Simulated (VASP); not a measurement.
Here is a VASP 6.6.1 calculation.

File POSCAR:

```
Pb
1.0
    3.4800000000      0.0000000000      0.0000000000
   -1.7400000000      3.0137684052      0.0000000000
    0.0000000000      0.0000000000      5.5900000000
Pb
2
Direct
    0.6666666667      0.3333333333      0.7500000000
    0.3333333333      0.6666666667      0.2500000000
```

INCAR.step1

```
  PREC = Accurate
  ENCUT = 520
  ISMEAR = -1
  SIGMA = 0.05
  LREAL = False
  LASPH = True
  NELM = 100
  NBANDS = 21
  GGA = PE
  ALGO = Normal
  EDIFF = 1E-4
  LWAVE = True
  LCHARG = False
```

Contents of INCAR.step2:

```
  PREC = Accurate
  ENCUT = 520
  EDIFF = 1E-7
  ISMEAR = -1
  SIGMA = 0.05
  LREAL = False
  LASPH = True
  NELM = 100
  ALGO = Normal
  ISIF = 2
  LWAVE = False
  LCHARG = False
  METAGGA = R2SCAN
  LMIXTAU = True
  NBANDS = 21
  ISTART = 1
```

KPOINTS

```
Automatic mesh
0
Gamma
  9 9 5
```

Potentials or basis: VASP PAW PBE potentials, release 64 (Pb_d).

The run is started by

```sh
$ cat potpaw_PBE.64/Pb_d/POTCAR > POTCAR
$ cp INCAR.step1 INCAR
$ mpirun -np 1 vasp_std > vasp.out
$ cp INCAR.step2 INCAR
$ mpirun -np 1 vasp_std > vasp.out
```

Problem. Estimate the band gap on the k mesh.

Solution. Zero (band 14 reaches 13.56 eV, above the bottom of band 15 at 5.52 eV).

Problem. What does it give for the pressure?

Solution. 2.9 GPa.

Stress tensor (GPa, compression positive):
```
1.52 0.00 0.00
0.00 1.52 0.00
0.00 0.00 5.65
```

Caveat: the PAW data sets were made with another functional, which shifts forces and pressure a little; spin-orbit coupling is left out, which moves the levels of the heavy elements.
